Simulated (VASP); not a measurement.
# CdO (Fm-3m) in VASP: settings compared

The runs below take CdO through single point, with LDA, PBEsol.

Everything below comes from runs of VASP 6.6.1. Logs are shortened: lines on timing, memory, paths and dates and some standing lists are left out, and cuts for length are marked.

## Step 1: The cell of the first run

Symmetry: Fm-3m, No. 225, cubic system. The conventional cell has a = 4.652 Å, b = 4.652 Å, c = 4.652 Å, α = 90.00°, β = 90.00°, γ = 90.00°. Within 3.1 Å of Cd (site symmetry m-3m) lie 6 O at 2.33 Å. O (site symmetry m-3m) has 6 Cd at 2.33 Å within 3.1 Å.

## Step 2: Single point, LDA (functional LDA, strained)

Contents of INCAR:

```
SYSTEM = CdO
PREC = Accurate
ENCUT = 600
EDIFF = 1E-6
ISMEAR = 0
SIGMA = 0.1
LREAL = .FALSE.
LASPH = .TRUE.
NELM = 120
ALGO = Normal
ISIF = 2
LWAVE = .FALSE.
LCHARG = .TRUE.
LELF = .TRUE.
LVHAR = .TRUE.
NBANDS = 16
GGA_COMPAT = .FALSE.
```

Contents of KPOINTS:

```
Automatic mesh
0
G
  16 16 16
  0 0 0
```

Contents of POSCAR:

```
CdO
1.0
    0.0000000000      2.3258660565      2.3258660565
    2.3258660565      0.0000000000      2.3258660565
    2.3258660565      2.3258660565      0.0000000000
Cd O
1 1
Direct
    0.0000000000      0.0000000000      0.0000000000
    0.5000000000      0.5000000000      0.5000000000
```

Potentials or basis: VASP PAW LDA potentials, release 64 (Cd, O).

Launch:

```bash
$ cat potpaw_LDA.64/Cd/POTCAR potpaw_LDA.64/O/POTCAR > POTCAR
$ mpirun -np 1 vasp_std > vasp.out
```

OUTCAR:

```text
SYSTEM = CdO
   PREC = Accurate
   ENCUT = 600
   EDIFF = 1E-6
   ISMEAR = 0
   LREAL = .FALSE.
   LASPH = .TRUE.
   NELM = 120
   ISIF = 2

 ion  position               nearest neighbor table
   1  0.000  0.000  0.000-   2 2.33   2 2.33   2 2.33   2 2.33   2 2.33   2 2.33
   2  0.500  0.500  0.500-   1 2.33   1 2.33   1 2.33   1 2.33   1 2.33   1 2.33

  LATTYP: Found a face centered cubic cell.
 ALAT       =     4.6517321130

  Lattice vectors:

 A1 = (   0.0000000000,   2.3258660565,   2.3258660565)
 A2 = (   2.3258660565,   0.0000000000,   2.3258660565)
 A3 = (   2.3258660565,   2.3258660565,   0.0000000000)

Analysis of symmetry for initial positions (statically):
=====================================================================
 Subroutine PRICEL returns:
 Original cell was already a primitive cell.

 Routine SETGRP: Setting up the symmetry group for a
 face centered cubic supercell.

 Subroutine GETGRP returns: Found 48 space group operations
 (whereof 48 operations were pure point group operations)
 out of a pool of 48 trial point group operations.

The static configuration has the point symmetry O_h .

Analysis of symmetry for dynamics (positions and initial velocities):
=====================================================================
 Subroutine PRICEL returns:
 Original cell was already a primitive cell.

 Routine SETGRP: Setting up the symmetry group for a
 face centered cubic supercell.

 Subroutine GETGRP returns: Found 48 space group operations
 (whereof 48 operations were pure point group operations)
 out of a pool of 48 trial point group operations.

The dynamic configuration has the point symmetry O_h .

 Subroutine INISYM returns: Found 48 space group operations
 (whereof 48 operations are pure point group operations),
 and found     1 'primitive' translations

----------------------------------------------------------------------------------------

                                     Primitive cell

  volume of cell :      25.1643

  direct lattice vectors                    reciprocal lattice vectors
     0.000000000  2.325866056  2.325866056    -0.214973686  0.214973686  0.214973686
     2.325866056  0.000000000  2.325866056     0.214973686 -0.214973686  0.214973686
     2.325866056  2.325866056  0.000000000     0.214973686  0.214973686 -0.214973686

  length of vectors
     3.289271321  3.289271321  3.289271321     0.372345347  0.372345347  0.372345347

  position of ions in fractional coordinates (direct lattice)
     0.000000000  0.000000000  0.000000000
     0.500000000  0.500000000  0.500000000

  ion indices of the primitive-cell ions
   primitive index   ion index
                 1           1
                 2           2

----------------------------------------------------------------------------------------

 KPOINTS: Automatic mesh

Automatic generation of k-mesh.
 Grid dimensions read from file:
 generate k-points for:   16   16   16

 Generating k-lattice:

  Cartesian coordinates                     Fractional coordinates (reciprocal lattice)
    -0.013435855  0.013435855  0.013435855     0.062500000  0.000000000  0.000000000
     0.013435855 -0.013435855  0.013435855     0.000000000  0.062500000  0.000000000
     0.013435855  0.013435855 -0.013435855     0.000000000  0.000000000  0.062500000

  Length of vectors
     0.023271584  0.023271584  0.023271584

  Shift w.r.t. Gamma in fractional coordinates (k-lattice)
     0.000000000  0.000000000  0.000000000

 Subroutine IBZKPT returns following result:
 ===========================================

 Found    145 irreducible k-points:

 Following reciprocal coordinates:
            Coordinates               Weight
  0.000000  0.000000  0.000000      1.000000
  0.062500  0.000000  0.000000      8.000000
  0.125000  0.000000  0.000000      8.000000
  0.187500  0.000000  0.000000      8.000000
  0.250000  0.000000  0.000000      8.000000
  0.312500  0.000000  0.000000      8.000000
[... 16 lines left out ...]
 -0.125000  0.062500  0.000000     24.000000
 -0.062500  0.062500  0.000000     12.000000
 [... further k-points ...]
   k-points           NKPTS =    145   k-points in BZ     NKDIM =    145   number of bands    NBANDS=     16
   number of dos      NEDOS =    301   number of ions     NIONS =      2
   total plane-waves  NPLWV =  21952
   dimension x,y,z NGX =    28 NGY =   28 NGZ =   28
   dimension x,y,z NGXF=    56 NGYF=   56 NGZF=   56
   ions per type =               1   1
   NGX,Y,Z   is equivalent  to a cutoff of  14.15, 14.15, 14.15 a.u.
   NGXF,Y,Z  is equivalent  to a cutoff of  28.30, 28.30, 28.30 a.u.
 SYSTEM =  CdO
   PREC   = accura    normal or accurate (medium, high low for compatibility)
   ISTART =      0    job   : 0-new  1-cont  2-samecut
   ICHARG =      2    charge: 1-file 2-atom 10-const
   ISPIN  =      1    spin polarized calculation?
   LNONCOLLINEAR =      F non collinear calculations
   LSORBIT =      F    spin-orbit coupling
   LASPH  =      T    aspherical Exc in radial PAW
   ENCUT  =  600.0 eV  44.10 Ry    6.64 a.u.   6.57  6.57  6.57*2*pi/ulx,y,z
   NELM   =    120;   NELMIN=  2; NELMDL= -5     # of ELM steps
   EDIFF  = 0.1E-05   stopping-criterion for ELM
   LREAL  =      F    real-space projection
   EDIFFG = 0.1E-04   stopping-criterion for IOM
   NSW    =      0    number of steps for IOM
   IBRION =     -1    ionic relax: 0-MD 1-quasi-New 2-CG
   NFREE  =      0    steps in history (QN), initial steepest desc. (CG)
   ISIF   =      2    stress and relaxation
   ISYM   =      2    0-nonsym 1-usesym 2-fastsym
   POTIM  = 0.5000    time-step for ionic-motion
   TEBEG  =    0.0;   TEEND  =   0.0 temperature during run
   PSTRESS=    0.0 pullay stress
   NELECT =      18.0000    total number of electrons
   NUPDOWN=      -1.0000    fix difference up-down
   EMIN   =  10.00;   EMAX   =-10.00  energy-range for DOS
   EFERMI =   0.00;   METHOD = LEGACY
   ISMEAR =     0;   SIGMA  =   0.10  broadening in eV -4-tet -1-fermi 0-gaus
   EFERMI_NEDOS =   21; number of points for ismear=-14 and -15
   IALGO  =     38    algorithm
   IMIX   =      4    mixing-type and parameters
     AMIX     =   0.40;   BMIX     =  1.00
     AMIX_MAG =   1.60;   BMIX_MAG =  1.00
  volume/ion in A,a.u.               =      12.58        84.91
  Fermi-wavevector in a.u.,A,eV,Ry     =   1.464101  2.766749 29.165327  2.143591
  Thomas-Fermi vector in A             =   2.580117
   LORBIT       =      0    0 simple, 1 ext, 2 COOP (PROOUT), +10 PAW based schemes
   GGA     = CA    functional components
   LHFCALC =     F    Hartree Fock is set to
   AEXX    =    0.0000 exact exchange contribution
   IVDW    =     0    specifies the selected vdW correction
   LEPSILON=     F    determine dielectric tensor
   LRPA    =     F    only Hartree local field effects (RPA)
 non-spin polarized calculation
 Gauss-broadening in eV      SIGMA  =   0.10
  energy-cutoff  :      600.00
  volume of cell :       25.16
 maximum number of plane-waves:       872
   NGX = 13   NGY = 13   NGZ = 13

 number of electron      18.0000003 magnetization

 Free energy of the ion-electron system (eV)
  ---------------------------------------------------
  ext. energy  EPLUGINS =         0.00000000
  ---------------------------------------------------
  free energy    TOTEN  =        -9.34209877 eV

  energy without entropy =       -9.34157873  energy(sigma->0) =       -9.34183875

 E-fermi :   2.1709     XC(G=0): -12.3667

 val. band max:        2.1594927390   @ k =   0.0625   0.0000   0.0000
 cond. band min:       2.3290396174   @ k =   0.0625   0.0625   0.0000
 fundamental gap:      0.1695468784
 Fermi energy:         2.1708639347

 k-point     1 :       0.0000    0.0000    0.0000
  band No.  band energies     occupation
      1     -15.2752      2.00000
      2      -4.6568      2.00000
      3      -4.6568      2.00000
      4      -4.6568      2.00000
      5      -4.3333      2.00000
      6      -4.3333      2.00000
[... 8 lines left out ...]
     15      20.3997      0.00000
     16      20.3997      0.00000

 k-point     2 :       0.0625    0.0000    0.0000
  band No.  band energies     occupation
      1     -15.2441      2.00000
      2      -4.6750      2.00000
      3      -4.6468      2.00000
      4      -4.6468      2.00000
      5      -4.3685      2.00000
      6      -4.3685      2.00000
[... 8 lines left out ...]
     15      20.5088      0.00000
     16      20.5088      0.00000

 k-point     3 :       0.1250    0.0000    0.0000
  band No.  band energies     occupation
      1     -15.1540      2.00000
      2      -4.7366      2.00000
      3      -4.6490      2.00000
      4      -4.6490      2.00000
      5      -4.4320      2.00000
      6      -4.4320      2.00000
[... 8 lines left out ...]
     15      20.7755      0.00000
     16      20.7755      0.00000

 k-point     4 :       0.1875    0.0000    0.0000
  band No.  band energies     occupation
      1     -15.0151      2.00000
      2      -4.8593      2.00000
      3      -4.7553      2.00000
      4      -4.7553      2.00000
      5      -4.4099      2.00000
      6      -4.4099      2.00000
[... 8 lines left out ...]
     15      21.1771      0.00000
     16      21.1771      0.00000
[... 324 lines left out ...]
 k-point    22 :      -0.1875    0.0625    0.0000
  band No.  band energies     occupation
      1     -14.9415      2.00000
      2      -4.9247      2.00000
      3      -4.8485      2.00000
      4      -4.7967      2.00000
      5      -4.4584      2.00000
      6      -4.2892      2.00000
[... 8 lines left out ...]
     15      20.3321      0.00000
     16      22.3285      0.00000

 k-point    23 :      -0.1250    0.0625    0.0000
  band No.  band energies     occupation
      1     -15.0888      2.00000
      2      -4.7691      2.00000
      3      -4.7014      2.00000
      4      -4.6695      2.00000
      5      -4.5417      2.00000
      6      -4.3426      2.00000
[... 8 lines left out ...]
     15      19.7666      0.00000
     16      21.8810      0.00000

 k-point    24 :      -0.0625    0.0625    0.0000
  band No.  band energies     occupation
      1     -15.1938      2.00000
      2      -4.6996      2.00000
      3      -4.6524      2.00000
      4      -4.6243      2.00000
      5      -4.4813      2.00000
      6      -4.3536      2.00000
[... 8 lines left out ...]
     15      19.2756      0.00000
     16      21.3980      0.00000

 [... further k-points ...]

------------------------ aborting loop because EDIFF is reached ----------------------------------------

  FORCE on cell =-STRESS in cart. coord.  units (eV):
  Direction    XX          YY          ZZ          XY          YZ          ZX
  --------------------------------------------------------------------------------------
  -------------------------------------------------------------------------------------
  Total        0.0071087      0.0071087      0.0071087      0.0000000      0.0000000      0.0000000
  in kB        0.4526048      0.4526048      0.4526048      0.0000000      0.0000000      0.0000000
  external PRESSURE =       0.4526048 kB  Pullay stress =       0.0000000 kB

 VOLUME and BASIS-vectors are now :
 -----------------------------------------------------------------------------
  energy-cutoff  :      600.00
  volume of cell :       25.16
      direct lattice vectors                 reciprocal lattice vectors
     0.000000000  2.325866056  2.325866056    -0.214973686  0.214973686  0.214973686
     2.325866056  0.000000000  2.325866056     0.214973686 -0.214973686  0.214973686
     2.325866056  2.325866056  0.000000000     0.214973686  0.214973686 -0.214973686

 POSITION                                       TOTAL-FORCE (eV/Angst)
 -----------------------------------------------------------------------------------
      0.00000      0.00000      0.00000        -0.000000      0.000000      0.000000
      2.32587      2.32587      2.32587         0.000000     -0.000000     -0.000000
 -----------------------------------------------------------------------------------
    total drift:                                0.000000      0.000000      0.000000

  FREE ENERGIE OF THE ION-ELECTRON SYSTEM (eV)
  ---------------------------------------------------
  free  energy   TOTEN  =        -9.3420987701 eV

  energy  without entropy=       -9.3415787255  energy(sigma->0) =       -9.34183875
```

Wall time 30 s (1 thread of Intel Xeon 6975P-C (Granite Rapids), shared host); peak memory 0.19 GiB.

What came out:

```
Free energy            : -9.3421 eV
Pressure               : 0.0 GPa
Band gap on the k mesh : zero (band 9 reaches 2.09 eV, above the bottom of band 10 at 1.64 eV)
```

Caveat: the cell differs from its parent crystal (functional LDA, strained).

## Step 3: Single point, PBEsol (functional PBEsol, strained)

Contents of INCAR:

```
PREC = Accurate ; ENCUT = 600
EDIFF = 1E-6 ; ISMEAR = 0
SIGMA = 0.1 ; LREAL = F
LASPH = T ; NELM = 120
ALGO = Normal ; ISIF = 2
LWAVE = F ; LCHARG = F
GGA = PS ; NBANDS = 16
GGA_COMPAT = F
```

Contents of KPOINTS:

```
regular mesh
0
Gamma
  16 16 16
```

Contents of POSCAR:

```
CdO
1.0
    0.0000000000      2.3776192825      2.3776192825
    2.3776192825      0.0000000000      2.3776192825
    2.3776192825      2.3776192825      0.0000000000
Cd O
1 1
Direct
    0.0000000000      0.0000000000      0.0000000000
    0.5000000000      0.5000000000      0.5000000000
```

Potentials or basis: VASP PAW PBE potentials, release 64 (Cd, O).

Launch:

```bash
$ cat potpaw_PBE.64/Cd/POTCAR potpaw_PBE.64/O/POTCAR > POTCAR
$ mpirun -np 1 vasp_std > vasp.out
```

Wall time 41 s (1 thread of Intel Xeon 6975P-C (Granite Rapids), shared host); peak memory 0.21 GiB.

Results (log left out):

```
Free energy            : -8.4958 eV
Pressure               : -4.3 GPa
Band gap on the k mesh : zero (band 9 reaches 1.55 eV, above the bottom of band 10 at 0.95 eV)
```

Levels at points of the mesh, in eV from the Fermi level:
```
           k point  band 5  band 6  band 7  band 8  band 9  band 10  band 11  band 12  band 13  band 14
(0.00, 0.00, 0.00)   -6.39   -6.39   -1.30   -1.30   -1.30    -0.67    14.64    16.57    16.57    16.57
(0.50, 0.00, 0.00)   -6.15   -6.15   -3.82   -0.07   -0.07     4.20     6.93    11.55    11.55    17.15
(0.50, 0.50, 0.00)   -6.02   -5.75   -4.24   -2.25   -2.25     3.55     8.22    10.86    12.86    12.86
```

Caveat: the cell differs from its parent crystal (functional PBEsol, strained); the PAW data sets were made with another functional, which shifts forces and pressure a little.
